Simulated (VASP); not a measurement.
# ScSi2 (P6/mmm) in VASP: a series of runs

The runs below take ScSi2 through electric field gradients, with PBEsol.

Program: VASP 6.6.1. These are calculated values, not measurements. Logs are shortened: lines on timing, memory, paths and dates and some standing lists are left out, and cuts for length are marked.

## 1. The cell of the first run

The structure is hexagonal, space group P6/mmm (No. 191). The conventional cell has a = 3.623 Å, b = 3.623 Å, c = 3.870 Å, α = 90.00°, β = 90.00°, γ = 120.00°. Within 3.9 Å of Sc (site symmetry 6/mmm) lie 12 Si at 2.85 Å and 8 Sc at 3.62 to 3.87 Å. Si (site symmetry -6m2) has 3 Si at 2.09 Å and 6 Sc at 2.85 Å within 2.9 Å.

## 2. Electric field gradients, PBEsol (equal xx and yy strain of -1 %)

File INCAR:

```
ALGO = Normal
EDIFF = 1E-8
ENCUT = 520
GGA = PS
ISIF = 2
ISMEAR = -1
LASPH = T
LCHARG = F
LEFG = T
LREAL = F
LWAVE = F
NBANDS = 16
NELM = 80
PREC = Accurate
SIGMA = 0.05
```

File KPOINTS:

```
k-points
0
Gamma
  13 13 11
```

File POSCAR:

```
ScSi2
1.0
    3.6233987235      0.0000000000      0.0000000000
   -1.8116993618      3.1379553426      0.0000000000
    0.0000000000      0.0000000000      3.8700000000
Sc Si
1 2
Direct
    0.0000000000      0.0000000000      0.0000000000
    0.3333333333      0.6666666667      0.5000000000
    0.6666666667      0.3333333333      0.5000000000
```

Potentials or basis: VASP PAW PBE potentials, release 64 (Sc_sv, Si).

Launch:

```console
$ cat potpaw_PBE.64/Sc_sv/POTCAR potpaw_PBE.64/Si/POTCAR > POTCAR
$ mpirun -np 1 vasp_std > vasp.out
```

OUTCAR:

```text
EDIFF = 1E-8
   ENCUT = 520
   GGA = PS
   ISIF = 2
   ISMEAR = -1
   LASPH = T
   LREAL = F
   NELM = 80
   PREC = Accurate

 ion  position               nearest neighbor table
   1  0.000  0.000  0.000-   2 2.85   3 2.85   2 2.85   3 2.85   3 2.85   3 2.85   2 2.85   2 2.85
                             3 2.85   3 2.85   2 2.85   2 2.85
   2  0.333  0.667  0.500-   3 2.09   3 2.09   3 2.09   1 2.85   1 2.85   1 2.85   1 2.85   1 2.85
                             1 2.85
   3  0.667  0.333  0.500-   2 2.09   2 2.09   2 2.09   1 2.85   1 2.85   1 2.85   1 2.85   1 2.85
                             1 2.85

  LATTYP: Found a hexagonal cell.
 ALAT       =     3.6233987235
 C/A-ratio  =     1.0680580017

  Lattice vectors:

 A1 = (   3.6233987235,   0.0000000000,   0.0000000000)
 A2 = (  -1.8116993618,   3.1379553426,   0.0000000000)
 A3 = (   0.0000000000,   0.0000000000,   3.8700000000)

Analysis of symmetry for initial positions (statically):
=====================================================================
 Subroutine PRICEL returns:
 Original cell was already a primitive cell.

 Routine SETGRP: Setting up the symmetry group for a
 hexagonal supercell.

 Subroutine GETGRP returns: Found 24 space group operations
 (whereof 24 operations were pure point group operations)
 out of a pool of 24 trial point group operations.

The static configuration has the point symmetry D_6h.

Analysis of symmetry for dynamics (positions and initial velocities):
=====================================================================
 Subroutine PRICEL returns:
 Original cell was already a primitive cell.

 Routine SETGRP: Setting up the symmetry group for a
 hexagonal supercell.

 Subroutine GETGRP returns: Found 24 space group operations
 (whereof 24 operations were pure point group operations)
 out of a pool of 24 trial point group operations.

The dynamic configuration has the point symmetry D_6h.

 Subroutine INISYM returns: Found 24 space group operations
 (whereof 24 operations are pure point group operations),
 and found     1 'primitive' translations

----------------------------------------------------------------------------------------

                                     Primitive cell

  volume of cell :      44.0021

  direct lattice vectors                    reciprocal lattice vectors
     3.623398723  0.000000000  0.000000000     0.275983980  0.159339425  0.000000000
    -1.811699362  3.137955343  0.000000000     0.000000000  0.318678850  0.000000000
     0.000000000  0.000000000  3.870000000     0.000000000  0.000000000  0.258397933

  length of vectors
     3.623398723  3.623398724  3.870000000     0.318678850  0.318678850  0.258397933

  position of ions in fractional coordinates (direct lattice)
     0.000000000  0.000000000  0.000000000
     0.333333333  0.666666667  0.500000000
     0.666666667  0.333333333  0.500000000

  ion indices of the primitive-cell ions
   primitive index   ion index
                 1           1
                 2           2
                 3           3

----------------------------------------------------------------------------------------

 KPOINTS: k-points

Automatic generation of k-mesh.
 Grid dimensions read from file:
 generate k-points for:   13   13   11

 Generating k-lattice:

  Cartesian coordinates                     Fractional coordinates (reciprocal lattice)
     0.021229537  0.012256879  0.000000000     0.076923077 -0.000000000  0.000000000
     0.000000000  0.024513758  0.000000000     0.000000000  0.076923077  0.000000000
     0.000000000  0.000000000  0.023490721     0.000000000  0.000000000  0.090909091

  Length of vectors
     0.024513758  0.024513758  0.023490721

  Shift w.r.t. Gamma in fractional coordinates (k-lattice)
     0.000000000  0.000000000  0.000000000

 Subroutine IBZKPT returns following result:
 ===========================================

 Found    126 irreducible k-points:

 Following reciprocal coordinates:
            Coordinates               Weight
  0.000000  0.000000  0.000000      1.000000
  0.076923 -0.000000  0.000000      6.000000
  0.153846  0.000000  0.000000      6.000000
  0.230769 -0.000000  0.000000      6.000000
  0.307692  0.000000  0.000000      6.000000
  0.384615 -0.000000  0.000000      6.000000
[... 16 lines left out ...]
  0.076923 -0.000000  0.090909     12.000000
  0.153846  0.000000  0.090909     12.000000
 [... further k-points ...]
   k-points           NKPTS =    126   k-points in BZ     NKDIM =    126   number of bands    NBANDS=     16
   number of dos      NEDOS =    301   number of ions     NIONS =      3
   total plane-waves  NPLWV =  23520
   dimension x,y,z NGX =    28 NGY =   28 NGZ =   30
   dimension x,y,z NGXF=    56 NGYF=   56 NGZF=   60
   ions per type =               1   2
   NGX,Y,Z   is equivalent  to a cutoff of  12.85, 12.85, 12.89 a.u.
   NGXF,Y,Z  is equivalent  to a cutoff of  25.69, 25.69, 25.77 a.u.
 SYSTEM =  unknown system
   PREC   = accura    normal or accurate (medium, high low for compatibility)
   ISTART =      0    job   : 0-new  1-cont  2-samecut
   ICHARG =      2    charge: 1-file 2-atom 10-const
   ISPIN  =      1    spin polarized calculation?
   LNONCOLLINEAR =      F non collinear calculations
   LSORBIT =      F    spin-orbit coupling
   LASPH  =      T    aspherical Exc in radial PAW
   ENCUT  =  520.0 eV  38.22 Ry    6.18 a.u.   6.74  6.74  7.20*2*pi/ulx,y,z
   NELM   =     80;   NELMIN=  2; NELMDL= -5     # of ELM steps
   EDIFF  = 0.1E-07   stopping-criterion for ELM
   LREAL  =      F    real-space projection
   EDIFFG = 0.1E-06   stopping-criterion for IOM
   NSW    =      0    number of steps for IOM
   IBRION =     -1    ionic relax: 0-MD 1-quasi-New 2-CG
   NFREE  =      0    steps in history (QN), initial steepest desc. (CG)
   ISIF   =      2    stress and relaxation
   ISYM   =      2    0-nonsym 1-usesym 2-fastsym
   POTIM  = 0.5000    time-step for ionic-motion
   TEBEG  =    0.0;   TEEND  =   0.0 temperature during run
   PSTRESS=    0.0 pullay stress
   NELECT =      19.0000    total number of electrons
   NUPDOWN=      -1.0000    fix difference up-down
   EMIN   =  10.00;   EMAX   =-10.00  energy-range for DOS
   EFERMI =   0.00;   METHOD = LEGACY
   ISMEAR =    -1;   SIGMA  =   0.05  broadening in eV -4-tet -1-fermi 0-gaus
   EFERMI_NEDOS =   21; number of points for ismear=-14 and -15
   IALGO  =     38    algorithm
   IMIX   =      4    mixing-type and parameters
     AMIX     =   0.40;   BMIX     =  1.00
     AMIX_MAG =   1.60;   BMIX_MAG =  1.00
  volume/ion in A,a.u.               =      14.67        98.98
  Fermi-wavevector in a.u.,A,eV,Ry     =   1.237375  2.338300 20.831845  1.531097
  Thomas-Fermi vector in A             =   2.371945
   LORBIT       =      0    0 simple, 1 ext, 2 COOP (PROOUT), +10 PAW based schemes
   GGA     = PS    functional components
   LHFCALC =     F    Hartree Fock is set to
   AEXX    =    0.0000 exact exchange contribution
   IVDW    =     0    specifies the selected vdW correction
   LEPSILON=     F    determine dielectric tensor
   LRPA    =     F    only Hartree local field effects (RPA)
 non-spin polarized calculation
  energy-cutoff  :      520.00
  volume of cell :       44.00
 maximum number of plane-waves:      1203
 NGX is ok and might be reduce to    28
   NGX = 13   NGY = 13   NGZ = 15

 number of electron      18.9999999 magnetization

 Free energy of the ion-electron system (eV)
  ---------------------------------------------------
  ext. energy  EPLUGINS =         0.00000000
  ---------------------------------------------------
  free energy    TOTEN  =       -18.47576479 eV

  energy without entropy =      -18.46004671  energy(sigma->0) =      -18.46790575

 E-fermi :   9.3443     XC(G=0): -11.4224

 val. band max:        9.3362263380   @ k =   0.2308   0.0769   0.3636
 cond. band min:       9.3506909987   @ k =   0.2308   0.0769   0.4545
 fundamental gap:      0.0144646607
 Fermi energy:         9.3443280373

 k-point     1 :       0.0000    0.0000    0.0000
  band No.  band energies     occupation
      1     -39.9562      2.00000
      2     -18.7669      2.00000
      3     -18.6802      2.00000
      4     -18.6802      2.00000
      5      -4.6464      2.00000
      6       5.6889      2.00000
[... 8 lines left out ...]
     15      12.0443      0.00000
     16      12.0443      0.00000

 k-point     2 :       0.0769   -0.0000    0.0000
  band No.  band energies     occupation
      1     -39.9555      2.00000
      2     -18.7655      2.00000
      3     -18.6887      2.00000
      4     -18.6821      2.00000
      5      -4.5578      2.00000
      6       5.4446      2.00000
[... 8 lines left out ...]
     15      12.1155      0.00000
     16      12.2584      0.00000

 k-point     3 :       0.1538    0.0000    0.0000
  band No.  band energies     occupation
      1     -39.9534      2.00000
      2     -18.7616      2.00000
      3     -18.7122      2.00000
      4     -18.6874      2.00000
      5      -4.2941      2.00000
      6       4.3737      2.00000
[... 8 lines left out ...]
     15      12.5076      0.00000
     16      12.8746      0.00000

 k-point     4 :       0.2308   -0.0000    0.0000
  band No.  band energies     occupation
      1     -39.9506      2.00000
      2     -18.7562      2.00000
      3     -18.7451      2.00000
      4     -18.6949      2.00000
      5      -3.8627      2.00000
      6       3.1235      2.00000
[... 8 lines left out ...]
     15      13.8281      0.00000
     16      13.9066      0.00000
[... 324 lines left out ...]
 k-point    22 :       0.0000    0.0000    0.0909
  band No.  band energies     occupation
      1     -39.9559      2.00000
      2     -18.7733      2.00000
      3     -18.6798      2.00000
      4     -18.6798      2.00000
      5      -4.5861      2.00000
      6       5.0447      2.00000
[... 8 lines left out ...]
     15      11.8300      0.00000
     16      11.8300      0.00000

 k-point    23 :       0.0769   -0.0000    0.0909
  band No.  band energies     occupation
      1     -39.9552      2.00000
      2     -18.7718      2.00000
      3     -18.6882      2.00000
      4     -18.6817      2.00000
      5      -4.4987      2.00000
      6       5.0836      2.00000
[... 8 lines left out ...]
     15      11.8906      0.00000
     16      12.1031      0.00000

 k-point    24 :       0.1538    0.0000    0.0909
  band No.  band energies     occupation
      1     -39.9532      2.00000
      2     -18.7678      2.00000
      3     -18.7115      2.00000
      4     -18.6869      2.00000
      5      -4.2387      2.00000
      6       4.4059      2.00000
[... 8 lines left out ...]
     15      12.5775      0.00000
     16      12.7406      0.00000

 [... further k-points ...]

------------------------ aborting loop because EDIFF is reached ----------------------------------------

  FORCE on cell =-STRESS in cart. coord.  units (eV):
  Direction    XX          YY          ZZ          XY          YZ          ZX
  --------------------------------------------------------------------------------------
  -------------------------------------------------------------------------------------
  Total       11.2591998     11.2591998     -0.3718845     -0.0000000      0.0000000      0.0000000
  in kB      409.9626177    409.9626177    -13.5408138     -0.0000000      0.0000000      0.0000000
  external PRESSURE =     268.7948072 kB  Pullay stress =       0.0000000 kB

 VOLUME and BASIS-vectors are now :
 -----------------------------------------------------------------------------
  energy-cutoff  :      520.00
  volume of cell :       44.00
      direct lattice vectors                 reciprocal lattice vectors
     3.623398723  0.000000000  0.000000000     0.275983980  0.159339425  0.000000000
    -1.811699362  3.137955343  0.000000000     0.000000000  0.318678850  0.000000000
     0.000000000  0.000000000  3.870000000     0.000000000  0.000000000  0.258397933

 POSITION                                       TOTAL-FORCE (eV/Angst)
 -----------------------------------------------------------------------------------
      0.00000      0.00000      0.00000        -0.000000      0.000000      0.000000
     -0.00000      2.09197      1.93500        -0.000000      0.000000      0.000000
      1.81170      1.04599      1.93500         0.000000     -0.000000      0.000000
 -----------------------------------------------------------------------------------
    total drift:                               -0.000000      0.000000      0.000000

  FREE ENERGIE OF THE ION-ELECTRON SYSTEM (eV)
  ---------------------------------------------------
  free  energy   TOTEN  =       -18.4757647912 eV

  energy  without entropy=      -18.4600467100  energy(sigma->0) =      -18.46790575

 Electric field gradients (V/A^2)
---------------------------------------------------------------------
 ion       V_xx      V_yy      V_zz      V_xy      V_xz      V_yz
---------------------------------------------------------------------
   1       1.539     1.538    -3.077    -0.001    -0.000    -0.000
   2      -9.413    -9.413    18.826     0.000     0.000     0.000
   3      -9.413    -9.413    18.826     0.000     0.000     0.000
---------------------------------------------------------------------

 Electric field gradients after diagonalization (V/A^2)
 (convention: |V_zz| > |V_xx| > |V_yy|)
----------------------------------------------------------------------
 ion       V_xx      V_yy      V_zz     asymmetry (V_yy - V_xx)/ V_zz
----------------------------------------------------------------------
   1       1.539     1.538    -3.077       0.001
   2      -9.413    -9.413    18.826       0.000
   3      -9.413    -9.413    18.826       0.000
----------------------------------------------------------------------

           NMR quadrupolar parameters

 Cq : quadrupolar parameter    Cq=e*Q*V_zz/h
 eta: asymmetry parameters     (V_yy - V_xx)/ V_zz
 Q  : nuclear electric quadrupole moment in mb (millibarn)
----------------------------------------------------------------------
 ion       Cq(MHz)       eta       Q (mb)
----------------------------------------------------------------------
   1      -0.007       0.001       1.000
   2       0.046       0.000       1.000
   3       0.046       0.000       1.000
----------------------------------------------------------------------
```

It took 2.7 min on 1 thread of Intel Xeon 8259CL, shared host; peak memory 0.22 GiB.

Results:

| Property | Result |
| --- | --- |
| Free energy | -18.4758 eV |
| Pressure | 26.9 GPa |
| Band gap on the k mesh | zero (an odd number of electrons rules out a gap without spin polarisation) |
| Largest electric field gradient by atom | Sc -3.1; Si +18.8 V/Å² |

Stress tensor (GPa, compression positive):
```
41.00  0.00  0.00
 0.00 41.00  0.00
 0.00  0.00 -1.35
```

Electric field gradients, principal values (V/Å²):
| atom | least | middle | greatest (by size) |
| --- | --- | --- | --- |
| 1 Sc | 1.538 | 1.539 | -3.077 |
| 2 Si | -9.413 | -9.413 | 18.826 |
| 3 Si | -9.413 | -9.413 | 18.826 |

Caveat: the cell differs from its parent crystal (equal xx and yy strain of -1 %); the stress differs along the axes, from -1 to 41 GPa; without QUAD_EFG the Cq values of the log hold for a quadrupole moment of 1 mb, not for the nuclei; the PAW data sets were made with another functional, which shifts forces and pressure a little; an odd number of electrons without spin polarisation forces a metal; a magnetic or distorted state may lie lower.

(Continued in part 2 of 2.)

The gap in the log of VASP goes by the Fermi energy; the results here count the filled bands.